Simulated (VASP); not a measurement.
Wanted: the native input for a VASP 6.6.1 run.

```
Task                   : single point
Functional             : PBEsol
Potentials or basis    : VASP PAW PBE potentials, release 64 (Mo_sv)
Cutoff                 : 520 eV
k mesh                 : 3 × 4 × 1
Occupations            : gaussian, width 0.1 eV
Spin                   : no spin polarisation
Dipole correction      : no
Further INCAR settings : LREAL = Auto; ALGO = Normal; EDIFF = 1e-07; NBANDS = 133
```

The structure of Mo lies in POSCAR:

```
Mo
1.0
    6.3000000000      0.0000000000      0.0000000000
    3.1500000000      4.4547730000      0.0000000000
    0.0000000000      0.0000000000     17.6821590000
Mo
17
Direct
   -0.2500000561      0.5000001122      0.0565541798
    0.2499999439      0.5000001122      0.0565541798
   -0.2500000000      1.0000000000      0.0565541798
    0.2500000000      1.0000000000      0.0565541798
   -0.0012856987      0.0024733022      0.1752047360
    0.5013161566     -0.0022580275      0.1752006641
    0.0013774168      0.4996943728      0.1762055753
    0.4985220649      0.5006993622      0.1762278577
   -0.2499586312      0.5000798020      0.2995910171
    0.2500583651      0.4999794602      0.2982276655
   -0.2498567535      0.9998846181      0.3014642612
    0.2499904001      1.0002172950      0.3018412514
   -0.0032463075      0.0055383293      0.4262699481
    0.5031680500     -0.0055881635      0.4263064821
    0.0038710171      0.4995370134      0.4210887935
    0.4960497824      0.5004239273      0.4210768606
    0.7495022346     -0.4989143106      0.5213166560
```

One way to write it, as run:

INCAR

```
ALGO = Normal
EDIFF = 1E-7
ENCUT = 520
GGA = PS
ISIF = 2
ISMEAR = 0
LASPH = True
LCHARG = False
LREAL = Auto
LWAVE = False
NBANDS = 133
NELM = 100
PREC = Accurate
SIGMA = 0.1
```

KPOINTS

```
k-points
0
Gamma
  3 4 1
```

Potentials or basis: VASP PAW PBE potentials, release 64 (Mo_sv).

Run with:

```sh
$ cat potpaw_PBE.64/Mo_sv/POTCAR > POTCAR
$ mpirun -np 1 vasp_std > vasp.out
```

Results of the run:

- Largest force: 0.282 eV/Å
- Band gap on the k mesh: zero (band 119 reaches 5.72 eV, above the bottom of band 120 at 4.25 eV)

Caveat: the k points lie up to 0.41 Å⁻¹ apart; the PAW data sets were made with another functional, which shifts forces and pressure a little.

It took 28 min on 1 thread of AMD EPYC 7R13 Processor (Zen 3), on a shared host, peak memory 0.74 GiB.
